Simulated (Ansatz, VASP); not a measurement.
# CaO in VASP and in Ansatz

```
CELL_PARAMETERS angstrom
0.00000 2.39755 2.39755
2.34432 0.00000 2.39755
2.34432 2.39755 0.00000
ATOMIC_POSITIONS crystal
Ca 0.00000 0.00000 0.00000
O 0.50000 0.50000 0.50000
```

Change from the starting cell: uniaxial_x strain -2.2%.

Alike in both runs: task single point; functional r2SCAN; k mesh 10 × 10 × 10; no spin polarisation.

|  | VASP | Ansatz |
| --- | --- | --- |
| version | VASP 6.6.1 | Ansatz 0.2.0 |
| potentials or method | VASP PAW PBE potentials, release 64 (Ca_sv, O_h) | plane waves, PAW |
| plane-wave cutoff (eV) | 1480 | 500 |
| occupations | gaussian, width 0.01 eV | fixed |
| valence electrons in the cell | 16 | 16 |

```tsv
	VASP	Ansatz	Ansatz less VASP
gap on the k mesh at the Fermi level (eV)	4.09	4.10	+0.011
pressure (GPa)	4.0	2.9	-1.09
traceless stress, the component that is largest in VASP (GPa)	3.20	3.02	-0.182
```

VASP's potentials were made for PBE, not for r2SCAN.
